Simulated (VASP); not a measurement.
## Sn2Te3O: relaxation of cell and atoms with PBE

The system is Sn2Te3O.

```
CELL_PARAMETERS angstrom
3.01719 1.74197 5.70613
-3.01719 1.74197 5.70613
0.00000 -3.48395 5.70613
ATOMIC_POSITIONS crystal
Sn 0.10275 0.10275 0.10275
Sn 0.89725 0.89725 0.89725
Te 0.50000 0.50000 0.00000
Te 0.00000 0.50000 0.50000
Te 0.50000 0.00000 0.50000
O 0.00000 0.00000 0.00000
```

The cell was generated, and may not be a known phase.

- Program: VASP 6.6.1
- Task: relaxation of cell and atoms
- Functional: PBE
- Potentials or basis: VASP PAW PBE potentials, release 64 (Sn_d, Te, O)
- Cutoff: 600 eV
- k mesh: 3 × 3 × 3
- Occupations: gaussian, width 0.1 eV
- Spin: no spin polarisation
- Dipole correction: no
- Further INCAR settings: ALGO = Normal; EDIFF = 1e-07; IBRION = 2; EDIFFG = -0.04; NSW = 90; ISIF = 3

* Relaxed volume: 29.95 Å³/atom
* Relaxed cell: a = 6.219 Å, b = 6.219 Å, c = 6.219 Å, α = 62.53°, β = 62.53°, γ = 62.53°
* Space group after relaxing (to 0.1 Å): R-3m (No. 166)
* Energy gained by relaxing: 374.1 meV/atom
* Ionic steps: 24
* Pressure after relaxing: 0.0 GPa
* Band gap on the k mesh: zero (bands 26 and 27 overlap by 1.85 eV)

Stress tensor (GPa, compression positive):
```
 0.11  0.00  0.00
 0.00  0.11  0.00
 0.00  0.00 -0.16
```

Step by step:
| step | energy change (eV) | largest force (eV/Å) | pressure (GPa) | volume (Å³) |
| --- | --- | --- | --- | --- |
| 1 | 0.0000 | 7.2143 | 13.08 | 179.94 |
| 2 | 0.7684 | 1.6092 | -6.70 | 250.71 |
| 3 | -1.5309 | 0.5877 | -0.85 | 204.18 |
| 4 | -1.5701 | 0.2845 | -0.02 | 201.47 |
| 5 | -1.5836 | 0.1073 | 0.96 | 198.60 |
| 6 | -1.5836 | 0.0499 | 0.82 | 198.99 |
| 7 | -1.7385 | 0.0632 | -0.07 | 204.68 |
| 8 | -1.8034 | 0.5282 | -0.95 | 212.87 |
| 9 | -1.8080 | 0.3785 | -0.79 | 210.98 |
| 10 | -1.8498 | 0.7320 | -0.31 | 206.65 |
| 11 | -1.8837 | 1.9943 | 1.65 | 193.82 |
| 12 | -1.8879 | 1.9976 | 1.67 | 193.45 |
| 13 | -1.9002 | 2.0087 | 1.75 | 192.35 |
| 14 | -1.9229 | 2.0339 | 1.92 | 190.15 |
| 15 | -1.9586 | 2.1001 | 2.35 | 185.78 |
| 16 | -1.9736 | 2.2718 | 3.62 | 177.11 |
| 17 | -2.0623 | 1.7632 | 3.02 | 176.70 |
| 18 | -2.2091 | 0.5834 | 1.62 | 175.47 |
| 19 | -2.2291 | 0.1771 | 1.15 | 174.91 |
| 20 | -2.2304 | 0.0564 | 1.02 | 174.72 |
| 21 | -2.2350 | 0.0474 | 0.83 | 175.58 |
| 22 | -2.2433 | 0.0174 | 0.30 | 178.18 |
| 23 | -2.2369 | 0.0505 | -0.64 | 183.45 |
| 24 | -2.2444 | 0.0009 | 0.02 | 179.70 |

Final structure:
```
CELL_PARAMETERS angstrom
3.22780 1.86357 4.97889
-3.22780 1.86357 4.97889
0.00000 -3.72715 4.97889
ATOMIC_POSITIONS crystal
Sn 0.13542 0.13542 0.13542
Sn 0.86458 0.86458 0.86458
Te 0.50000 0.50000 0.00000
Te 0.00000 0.50000 0.50000
Te 0.50000 0.00000 0.50000
O 0.00000 0.00000 0.00000
```

Levels at points of the mesh, in eV from the Fermi level:
| k point | band 23 | band 24 | band 25 | band 26 | band 27 | band 28 | band 29 | band 30 |
| --- | --- | --- | --- | --- | --- | --- | --- | --- |
| (0.00, 0.00, 0.00) | -1.41 | -1.41 | -1.10 | -0.95 | -0.95 | 1.49 | 2.14 | 2.46 |

Wall time 16 min on 1 thread of AMD EPYC 9R45 96-Core Processor (Zen 5) (shared host), peak memory 0.41 GiB.

Caveat: the k points lie up to 0.40 Å⁻¹ apart in the final cell, too coarse for converged energies and pressures of a metal; spin-orbit coupling is left out, which moves the levels of the heavy elements.
